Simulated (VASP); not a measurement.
# Sn3Se in VASP: further runs, part 2 of 2

VASP 6.6.1. The steps go on from the part before.

## Step 3: Single point, r2SCAN (strained)

POSCAR

```
Sn3Se
1.0
    0.0000000000      3.7942868004      3.7942868004
    3.7942868004      0.0000000000      3.7942868004
    3.7942868004      3.7942868004      0.0000000000
Sn Se
3 1
Direct
    0.2500000000      0.2500000000      0.2500000000
    0.7500000000      0.7500000000      0.7500000000
    0.5000000000      0.5000000000      0.5000000000
    0.0000000000      0.0000000000      0.0000000000
```

INCAR.step1

```
ALGO = Normal ; EDIFF = 1E-4
ENCUT = 520 ; GGA = PE
ISMEAR = 0 ; LASPH = T
LCHARG = F ; LREAL = F
LWAVE = T ; NBANDS = 32
NELM = 80 ; PREC = Accurate
SIGMA = 0.1
```

INCAR.step2

```
ALGO = Normal ; EDIFF = 1E-6
ENCUT = 520 ; ISIF = 2
ISMEAR = 0 ; ISTART = 1
LASPH = T ; LCHARG = F
LMIXTAU = T ; LREAL = F
LWAVE = F ; METAGGA = R2SCAN
NBANDS = 32 ; NELM = 80
PREC = Accurate ; SIGMA = 0.1
```

KPOINTS

```
k-points
0
Gamma
  10 10 10
```

Potentials or basis: VASP PAW PBE potentials, release 64 (Sn_d, Se).

Command:

```bash
$ cat potpaw_PBE.64/Sn_d/POTCAR potpaw_PBE.64/Se/POTCAR > POTCAR
$ cp INCAR.step1 INCAR
$ mpirun -np 1 vasp_std > vasp.out
$ cp INCAR.step2 INCAR
$ mpirun -np 1 vasp_std > vasp.out
```

OUTCAR:

```text
EDIFF = 1E-6
   ENCUT = 520
   ISIF = 2
   ISMEAR = 0
   ISTART = 1
   LASPH = T
   LREAL = F
   METAGGA = R2SCAN
   NELM = 80
   PREC = Accurate

 ion  position               nearest neighbor table
   1  0.250  0.250  0.250-   3 3.29   3 3.29   3 3.29   3 3.29
   2  0.750  0.750  0.750-   3 3.29   3 3.29   3 3.29   3 3.29
   3  0.500  0.500  0.500-   1 3.29   1 3.29   1 3.29   1 3.29   2 3.29   2 3.29   2 3.29   2 3.29

   4  0.000  0.000  0.000-

  LATTYP: Found a face centered cubic cell.
 ALAT       =     7.5885736008

  Lattice vectors:

 A1 = (   0.0000000000,   3.7942868004,   3.7942868004)
 A2 = (   3.7942868004,   0.0000000000,   3.7942868004)
 A3 = (   3.7942868004,   3.7942868004,   0.0000000000)

Analysis of symmetry for initial positions (statically):
=====================================================================
 Subroutine PRICEL returns:
 Original cell was already a primitive cell.

 Routine SETGRP: Setting up the symmetry group for a
 face centered cubic supercell.

 Subroutine GETGRP returns: Found 48 space group operations
 (whereof 48 operations were pure point group operations)
 out of a pool of 48 trial point group operations.

The static configuration has the point symmetry O_h .

Analysis of symmetry for dynamics (positions and initial velocities):
=====================================================================
 Subroutine PRICEL returns:
 Original cell was already a primitive cell.

 Routine SETGRP: Setting up the symmetry group for a
 face centered cubic supercell.

 Subroutine GETGRP returns: Found 48 space group operations
 (whereof 48 operations were pure point group operations)
 out of a pool of 48 trial point group operations.

The dynamic configuration has the point symmetry O_h .
[... 117 lines left out ...]
   EFERMI =   0.00;   METHOD = LEGACY
   ISMEAR =     0;   SIGMA  =   0.10  broadening in eV -4-tet -1-fermi 0-gaus
   EFERMI_NEDOS =   21; number of points for ismear=-14 and -15
   IALGO  =     38    algorithm
   IMIX   =      4    mixing-type and parameters
     AMIX     =   0.40;   BMIX     =  1.00
     AMIX_MAG =   1.60;   BMIX_MAG =  1.00
  volume/ion in A,a.u.               =      27.31       184.31
  Fermi-wavevector in a.u.,A,eV,Ry     =   1.244558  2.351873 21.074394  1.548924
  Thomas-Fermi vector in A             =   2.378819
   LORBIT       =      0    0 simple, 1 ext, 2 COOP (PROOUT), +10 PAW based schemes
   METAGGA = R2SCAN    functional components
   LHFCALC =     F    Hartree Fock is set to
   AEXX    =    0.0000 exact exchange contribution
   IVDW    =     0    specifies the selected vdW correction
   LEPSILON=     F    determine dielectric tensor
   LRPA    =     F    only Hartree local field effects (RPA)
 non-spin polarized calculation
 Gauss-broadening in eV      SIGMA  =   0.10
  energy-cutoff  :      520.00
  volume of cell :      109.25
 maximum number of plane-waves:      2960
   NGX = 19   NGY = 19   NGZ = 19

 number of electron      47.9999988 magnetization

 Free energy of the ion-electron system (eV)
  ---------------------------------------------------
  ext. energy  EPLUGINS =         0.00000000
  ---------------------------------------------------
  free energy    TOTEN  =       -87.81167119 eV

  energy without entropy =      -87.80014734  energy(sigma->0) =      -87.80590926

 E-fermi :   6.5771     XC(G=0): -10.7694

 val. band max:        6.5560755413   @ k =  -0.2000   0.3000   0.1000
 cond. band min:       6.5782111746   @ k =   0.2000   0.0000   0.0000
 fundamental gap:      0.0221356333
 Fermi energy:         6.5771239494

 k-point     1 :       0.0000    0.0000    0.0000
  band No.  band energies     occupation
      1     -15.7704      2.00000
      2     -15.7704      2.00000
      3     -15.7447      2.00000
      4     -15.7447      2.00000
      5     -15.7447      2.00000
      6     -15.7298      2.00000
[... 829 lines left out ...]
     31      11.3319      0.00000
     32      12.6213      0.00000

 [... further k-points ...]

------------------------ aborting loop because EDIFF is reached ----------------------------------------

  FORCE on cell =-STRESS in cart. coord.  units (eV):
  Direction    XX          YY          ZZ          XY          YZ          ZX
  --------------------------------------------------------------------------------------
  -------------------------------------------------------------------------------------
  Total       -2.2707405     -2.2707405     -2.2707405      0.0000000     -0.0000000      0.0000000
  in kB      -33.3010271    -33.3010271    -33.3010271      0.0000000     -0.0000000      0.0000000
  external PRESSURE =     -33.3010271 kB  Pullay stress =       0.0000000 kB

 VOLUME and BASIS-vectors are now :
 -----------------------------------------------------------------------------
  energy-cutoff  :      520.00
  volume of cell :      109.25
      direct lattice vectors                 reciprocal lattice vectors
     0.000000000  3.794286800  3.794286800    -0.131777071  0.131777071  0.131777071
     3.794286800  0.000000000  3.794286800     0.131777071 -0.131777071  0.131777071
     3.794286800  3.794286800  0.000000000     0.131777071  0.131777071 -0.131777071

 POSITION                                       TOTAL-FORCE (eV/Angst)
 -----------------------------------------------------------------------------------
      1.89714      1.89714      1.89714        -0.000000     -0.000000     -0.000000
      5.69143      5.69143      5.69143         0.000000      0.000000      0.000000
      3.79429      3.79429      3.79429         0.000000      0.000000      0.000000
      0.00000      0.00000      0.00000         0.000000      0.000000      0.000000
 -----------------------------------------------------------------------------------
    total drift:                               -0.000000     -0.000000      0.000000

  FREE ENERGIE OF THE ION-ELECTRON SYSTEM (eV)
  ---------------------------------------------------
  free  energy   TOTEN  =       -87.8116711908 eV

  energy  without entropy=      -87.8001473365  energy(sigma->0) =      -87.80590926
```

OSZICAR.step1:

```text
N       E                     dE             d eps       ncg     rms          rms(c)
DAV:   1     0.450100841313E+03    0.45010E+03   -0.23928E+04  3144   0.219E+03
DAV:   2     0.446347426659E+02   -0.40547E+03   -0.39234E+03  3024   0.553E+02
DAV:   3    -0.123870499856E+02   -0.57022E+02   -0.55240E+02  3672   0.174E+02
DAV:   4    -0.150089925179E+02   -0.26219E+01   -0.26065E+01  3240   0.395E+01
DAV:   5    -0.150878352727E+02   -0.78843E-01   -0.78835E-01  4120   0.738E+00    0.332E+00
DAV:   6    -0.148613214525E+02    0.22651E+00   -0.41506E-01  3816   0.725E+00    0.197E+00
DAV:   7    -0.148606323177E+02    0.68913E-03   -0.12255E-01  3432   0.245E+00    0.103E+00
DAV:   8    -0.148587056569E+02    0.19267E-02   -0.16385E-02  3568   0.729E-01    0.177E-01
DAV:   9    -0.148584053147E+02    0.30034E-03   -0.15138E-03  3424   0.278E-01    0.649E-02
DAV:  10    -0.148584617724E+02   -0.56458E-04   -0.30620E-04  2448   0.187E-01
   1 F= -.14858462E+02 E0= -.14851389E+02  d E =-.141451E-01
```

Wall time 4.5 min (1 thread of Intel Xeon Platinum 8488C (Sapphire Rapids), shared host); peak memory 0.34 GiB.

Results:

```yaml
Free_energy: -87.8117 eV
Pressure: -3.3 GPa
Band_gap_on_the_k_mesh: zero (bands 24 and 25 overlap by 1.78 eV)
```

Levels at points of the mesh, in eV from the Fermi level:
```tsv
k point	band 20	band 21	band 22	band 23	band 24	band 25	band 26	band 27	band 28	band 29
(0.00, 0.00, 0.00)	-2.83	-2.83	-2.83	-1.17	-1.17	-1.17	-0.61	-0.61	-0.61	4.60
(0.50, 0.00, 0.00)	-3.32	-3.32	-2.11	-2.11	-0.97	0.34	2.12	2.12	3.72	3.72
(0.50, 0.50, 0.00)	-4.74	-4.74	-0.45	0.35	0.35	1.11	2.74	2.74	3.24	4.04
```

Caveat: the cell differs from its parent crystal (strained); the cell stands under tension; the PAW data sets were made with another functional, which shifts forces and pressure a little; spin-orbit coupling is left out, which moves the levels of the heavy elements.

The gap in the log of VASP goes by the Fermi energy; the results here count the filled bands.